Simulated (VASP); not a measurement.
Write the native input for VASP 6.6.1 that does the following.

| Quantity | Value |
| --- | --- |
| Task | single point |
| Functional | LDA |
| Potentials or basis | VASP PAW LDA potentials, release 64 (B) |
| Cutoff | 520 eV |
| k mesh | 16 × 16 × 9 |
| Occupations | fermi-dirac, width 0.05 eV |
| Spin | no spin polarisation |
| Dipole correction | no |
| Further INCAR settings | ALGO = Normal; EDIFF = 1e-06; NBANDS = 10 |

The structure of B lies in POSCAR:

```
B
1.0
    2.1003865828      0.0000000000      0.0000000000
   -1.0501932914      1.8189881384      0.0000000000
    0.0000000000      0.0000000000      3.4026262641
B
2
Direct
    0.2133333333      0.6066666667      0.1600000000
    0.7866666667      0.3933333333      0.8400000000
```

These files were run (other wordings do the same):

INCAR

```
SYSTEM = B
  PREC = Accurate
  ENCUT = 520
  EDIFF = 1E-6
  ISMEAR = -1
  SIGMA = 0.05
  LREAL = .False.
  LASPH = .True.
  NELM = 60
  ALGO = Normal
  ISIF = 2
  LWAVE = .False.
  LCHARG = .True.
  LELF = .True.
  LVHAR = .True.
  NBANDS = 10
```

KPOINTS

```
regular mesh
0
Gamma
  16 16 9
  0 0 0
```

Potentials or basis: VASP PAW LDA potentials, release 64 (B).

Launch:

```sh
$ cat potpaw_LDA.64/B/POTCAR > POTCAR
$ mpirun -np 1 vasp_std > vasp.out
```

It gave:

```
Pressure               : 61.0 GPa
Largest force          : 12.002 eV/Å
Band gap on the k mesh : zero (bands 3 and 4 overlap by 3.81 eV)
```

Caveat: the cell stands under pressure; forces of over 1 eV/Å act on the atoms, so gaps and moduli don't describe the material at rest.

Run time: 57 s on 1 thread of Intel Xeon 8259CL (shared host), peak memory 0.17 GiB.
